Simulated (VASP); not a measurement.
Set up this calculation in VASP 6.6.1, as the native input.

| Quantity | Value |
| --- | --- |
| Task | single point |
| Functional | PBE |
| Dispersion | D3(BJ) |
| Potentials or basis | VASP PAW PBE potentials, release 64 (C) |
| Cutoff | 520 eV |
| k mesh | 18 × 18 × 6 |
| Occupations | gaussian, width 0.1 eV |
| Spin | no spin polarisation |
| Dipole correction | no |
| Further INCAR settings | ALGO = Normal; EDIFF = 1e-07; NBANDS = 16 |

The structure of C lies in POSCAR:

```
C
1.0
    2.4561584768      0.0000000000      0.0000000000
   -1.2280792384      2.1270956367      0.0000000000
    0.0000000000      0.0000000000      6.1760984314
C
4
Direct
    0.0000000000      0.0000000000      0.0025000000
    0.0000000000      0.0000000000      0.5025000000
    0.3333333333      0.6666666667      0.0025000000
    0.6666666667      0.3333333333      0.5025000000
```

These files were run (other wordings do the same):

INCAR

```
ALGO = Normal
EDIFF = 1E-7
ENCUT = 520
GGA = PE
ISIF = 2
ISMEAR = 0
IVDW = 12
LASPH = True
LCHARG = False
LREAL = False
LWAVE = False
NBANDS = 16
NELM = 80
PREC = Accurate
SIGMA = 0.1
```

KPOINTS

```
k-points
0
Gamma
  18 18 6
```

Potentials or basis: VASP PAW PBE potentials, release 64 (C).

Launch:

```sh
$ cat potpaw_PBE.64/C/POTCAR > POTCAR
$ mpirun -np 1 vasp_std > vasp.out
```

Results of the run:

```yaml
Pressure: 5.4 GPa
Band_gap_on_the_k_mesh: zero (bands 8 and 9 overlap by 0.06 eV)
Dispersion_energy_per_atom: -0.172 eV
```

Caveat: the cell stands under pressure.

Wall time 100 s on 1 thread of Intel Xeon 8259CL, with other jobs on the host, peak memory 0.19 GiB.
